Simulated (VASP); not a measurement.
# CO2 (I-42d) in VASP: notebook, part 2 of 2

VASP 6.6.1. The steps go on from the part before.

## 5. Single point, PBE

This run uses another cell than the first one, of 7.84 Å³/atom, 1.042 times its volume.

INCAR

```
SYSTEM = CO2
ALGO = Normal ; EDIFF = 1E-7
ENCUT = 520 ; GGA = PE
ISIF = 2 ; ISMEAR = 0
LASPH = .TRUE. ; LCHARG = .FALSE.
LREAL = .FALSE. ; LWAVE = .FALSE.
NBANDS = 25 ; NELM = 60
PREC = Accurate ; SIGMA = 0.05
```

KPOINTS

```
k-points
0
G
  10 10 10
  0 0 0
```

POSCAR

```
CO2
1.0
   -1.9824135382      1.9824135382      2.9913663684
    1.9824135382     -1.9824135382      2.9913663684
    1.9824135382      1.9824135382     -2.9913663684
C O
2 4
Direct
    0.0000000000      0.0000000000      0.0000000000
    0.7500000000      0.2500000000      0.5000000000
    0.3750000000      0.2893122308      0.4143122308
    0.7106877692      0.1250000000      0.0856877692
    0.8750000000      0.9606877692      0.5856877692
    0.0393122308      0.6250000000      0.9143122308
```

Potentials or basis: VASP PAW PBE potentials, release 64 (C, O).

Command:

```bash
$ cat potpaw_PBE.64/C/POTCAR potpaw_PBE.64/O/POTCAR > POTCAR
$ mpirun -np 1 vasp_std > vasp.out
```

OUTCAR:

```text
SYSTEM = CO2
   EDIFF = 1E-7
   ENCUT = 520
   GGA = PE
   ISIF = 2
   ISMEAR = 0
   LASPH = .TRUE.
   LREAL = .FALSE.
   NELM = 60
   PREC = Accurate

 ion  position               nearest neighbor table
   1  0.000  0.000  0.000-   3 1.40   4 1.40   5 1.40   6 1.40
   2  0.750  0.250  0.500-   3 1.40   4 1.40   5 1.40   6 1.40
   3  0.375  0.289  0.414-   1 1.40   2 1.40
   4  0.711  0.125  0.086-   1 1.40   2 1.40
   5  0.875  0.961  0.586-   1 1.40   2 1.40
   6  0.039  0.625  0.914-   1 1.40   2 1.40

  LATTYP: Found a body centered tetragonal cell.
 ALAT       =     3.9648270764
 C/A-ratio  =     1.5089517453

  Lattice vectors:

 A1 = (  -1.9824135382,   1.9824135382,   2.9913663684)
 A2 = (   1.9824135382,  -1.9824135382,   2.9913663684)
 A3 = (   1.9824135382,   1.9824135382,  -2.9913663684)

Analysis of symmetry for initial positions (statically):
=====================================================================
 Subroutine PRICEL returns:
 Original cell was already a primitive cell.

 Routine SETGRP: Setting up the symmetry group for a
 body centered tetragonal supercell.

 Subroutine GETGRP returns: Found  8 space group operations
 (whereof  4 operations were pure point group operations)
 out of a pool of 16 trial point group operations.

The static configuration has the point symmetry S_4 .
 The point group associated with its full space group is D_2d.

Analysis of symmetry for dynamics (positions and initial velocities):
=====================================================================
 Subroutine PRICEL returns:
 Original cell was already a primitive cell.

 Routine SETGRP: Setting up the symmetry group for a
 body centered tetragonal supercell.

 Subroutine GETGRP returns: Found  8 space group operations
 (whereof  4 operations were pure point group operations)
 out of a pool of 16 trial point group operations.

The dynamic configuration has the point symmetry S_4 .
[... 124 lines left out ...]
   EFERMI_NEDOS =   21; number of points for ismear=-14 and -15
   IALGO  =     38    algorithm
   IMIX   =      4    mixing-type and parameters
     AMIX     =   0.40;   BMIX     =  1.00
     AMIX_MAG =   1.60;   BMIX_MAG =  1.00
  volume/ion in A,a.u.               =       7.84        52.89
  Fermi-wavevector in a.u.,A,eV,Ry     =   1.439966  2.721140 28.211693  2.073501
  Thomas-Fermi vector in A             =   2.558762
   LORBIT       =      0    0 simple, 1 ext, 2 COOP (PROOUT), +10 PAW based schemes
   GGA     = PE    functional components
   LHFCALC =     F    Hartree Fock is set to
   AEXX    =    0.0000 exact exchange contribution
   IVDW    =     0    specifies the selected vdW correction
   LEPSILON=     F    determine dielectric tensor
   LRPA    =     F    only Hartree local field effects (RPA)
 non-spin polarized calculation
 Gauss-broadening in eV      SIGMA  =   0.05
  energy-cutoff  :      520.00
  volume of cell :       47.02
 maximum number of plane-waves:      1307
   NGX = 15   NGY = 15   NGZ = 15

 number of electron      31.9999991 magnetization

 Free energy of the ion-electron system (eV)
  ---------------------------------------------------
  ext. energy  EPLUGINS =         0.00000000
  ---------------------------------------------------
  free energy    TOTEN  =       -43.42846766 eV

  energy without entropy =      -43.42846766  energy(sigma->0) =      -43.42846766

 E-fermi :   2.3967     XC(G=0): -11.0577

 val. band max:        2.1205086027   @ k =   0.5000   0.0000  -0.0000
 cond. band min:       9.7624693691   @ k =   0.0000   0.0000   0.0000
 fundamental gap:      7.6419607664
 Fermi energy:         2.3967226979

 k-point     1 :       0.0000    0.0000    0.0000
  band No.  band energies     occupation
      1     -21.8428      2.00000
      2     -16.7977      2.00000
      3     -16.7977      2.00000
      4     -16.1219      2.00000
      5     -12.4388      2.00000
      6      -7.4931      2.00000
[... 661 lines left out ...]
     24      16.6812      0.00000
     25      17.2333      0.00000

 [... further k-points ...]
[... 5 lines left out ...]
  --------------------------------------------------------------------------------------
  -------------------------------------------------------------------------------------
  Total        0.4302003      0.4302003      0.3508462      0.0000000      0.0000000      0.0000000
  in kB       14.6576113     14.6576113     11.9538902      0.0000000      0.0000000      0.0000000
  external PRESSURE =      13.7563709 kB  Pullay stress =       0.0000000 kB

 VOLUME and BASIS-vectors are now :
 -----------------------------------------------------------------------------
  energy-cutoff  :      520.00
  volume of cell :       47.02
      direct lattice vectors                 reciprocal lattice vectors
    -1.982413538  1.982413538  2.991366368     0.000000000  0.252217809  0.167147697
     1.982413538 -1.982413538  2.991366368     0.252217809  0.000000000  0.167147697
     1.982413538  1.982413538 -2.991366368     0.252217809  0.252217809  0.000000000

 POSITION                                       TOTAL-FORCE (eV/Angst)
 -----------------------------------------------------------------------------------
      0.00000      0.00000      0.00000         0.000000     -0.000000      0.000000
      0.00000      1.98241      1.49568         0.000000     -0.000000     -0.000000
      0.65147      0.99121      0.74784         0.076620     -0.000000     -0.000000
     -0.99121      1.33094      2.24352         0.000000     -0.076620     -0.000000
      1.33094      0.99121      3.73921        -0.076620     -0.000000     -0.000000
      2.97362      0.65147     -0.74784         0.000000      0.076620     -0.000000
 -----------------------------------------------------------------------------------
    total drift:                                0.000005      0.000005      0.000006

  FREE ENERGIE OF THE ION-ELECTRON SYSTEM (eV)
  ---------------------------------------------------
  free  energy   TOTEN  =       -43.4284676566 eV

  energy  without entropy=      -43.4284676566  energy(sigma->0) =      -43.42846766
```

stdout:

```text
POSCAR found type information on POSCAR C O
 POSCAR found :  2 types and       6 ions
 scaLAPACK will be used
 LDA part: xc-table for (Slater+PW92), standard interpolation
 POSCAR, INCAR and KPOINTS ok, starting setup
 FFT: planning ... GRIDC
 FFT: planning ... GRID_SOFT
 FFT: planning ... GRID
 WAVECAR not read
 entering main loop
```

Run time: 70 s. Hardware: 1 thread of Intel Xeon 6975P-C (Granite Rapids), shared host; peak memory 0.21 GiB.

What came out:

- Free energy: -43.4285 eV
- Pressure: 1.4 GPa
- Largest force: 0.077 eV/Å
- Band gap on the k mesh: 7.64 eV, indirect (least direct gap 8.09 eV)

Forces on the atoms (eV/Å):
```
C    0.000  0.000  0.000
C    0.000  0.000  0.000
O    0.077  0.000  0.000
O    0.000 -0.077  0.000
O   -0.077  0.000  0.000
O    0.000  0.077  0.000
```

Stress tensor (GPa, compression positive):
```
1.47 0.00 0.00
0.00 1.47 0.00
0.00 0.00 1.20
```

A k mesh can miss the band edges. PBE gaps usually lie below the measured ones, often by a third to a half.

## 6. Overview

| cell | gap on the mesh (eV) | pressure (GPa) | largest force (eV/Å) |
| --- | --- | --- | --- |
| a = 4.055 Å, angles 122.6, 122.6, 85.6°, 6 atoms | 7.69 | 7.7 | 0.09 |
| a = 4.077 Å, angles 122.4, 122.4, 86.0°, 6 atoms | 7.67 | 4.4 | 0.08 |
| a = 4.100 Å, angles 122.2, 122.2, 86.3°, 6 atoms | 7.64 | 1.4 | 0.08 |

Alike in all rows: task single point; level PBE; potentials or basis VASP PAW PBE potentials, release 64 (C, O); no spin polarisation; k mesh 10 × 10 × 10; cutoff (eV) 520; smearing gaussian 0.05 eV.

Total energies depend on the potentials used, so only differences within one code and one set of settings carry meaning.
